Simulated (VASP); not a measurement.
Wanted: the native input for a VASP 6.6.1 run.

```yaml
Task: single point
Functional: PBE
Potentials_or_basis: VASP PAW PBE potentials, release 64 (Si, W_sv)
Cutoff: 520 eV
k_mesh: 14 × 14 × 14
Occupations: gaussian, width 0.15 eV
Spin: no spin polarisation
Dipole_correction: no
Further_INCAR_settings: ALGO = Fast; EDIFF = 1e-06; NBANDS = 31
```

The structure of SiW3 lies in POSCAR:

```
SiW3
1.0
   -2.4735778813      2.4735778813      2.7339545003
    2.4735778813     -2.4735778813      2.7339545003
    2.4735778813      2.4735778813     -2.7339545003
Si W
1 3
Direct
    0.0000000000      0.0000000000      0.0000000000
    0.5000000000      0.5000000000      0.0000000000
    0.5000000000      0.0000000000      0.5000000000
    0.0000000000      0.5000000000      0.5000000000
```

This cell differs from its parent crystal: strain -0.050 along x and y, +0.050 along z.

One way to write it, as run:

INCAR

```
ALGO = Fast ; EDIFF = 1E-6
ENCUT = 520 ; GGA = PE
ISIF = 2 ; ISMEAR = 0
LASPH = True ; LCHARG = False
LREAL = False ; LWAVE = False
NBANDS = 31 ; NELM = 100
PREC = Accurate ; SIGMA = 0.15
```

KPOINTS

```
k-points
0
Gamma
  14 14 14
```

Potentials or basis: VASP PAW PBE potentials, release 64 (Si, W_sv).

Run with:

```console
$ cat potpaw_PBE.64/Si/POTCAR potpaw_PBE.64/W_sv/POTCAR > POTCAR
$ mpirun -np 1 vasp_std > vasp.out
```

Results of the run:

```yaml
Pressure: 16.2 GPa
Band_gap_on_the_k_mesh: zero (bands 23 and 24 overlap by 1.76 eV)
```

Caveat: the cell differs from its parent crystal (strain -0.050 along x and y, +0.050 along z); the cell stands under pressure; spin-orbit coupling is left out, which moves the levels of the heavy elements.

Run time: 3.9 min on 1 thread of Intel(R) Xeon(R) 6975P-C (Granite Rapids) (shared host), peak memory 0.5 GiB.
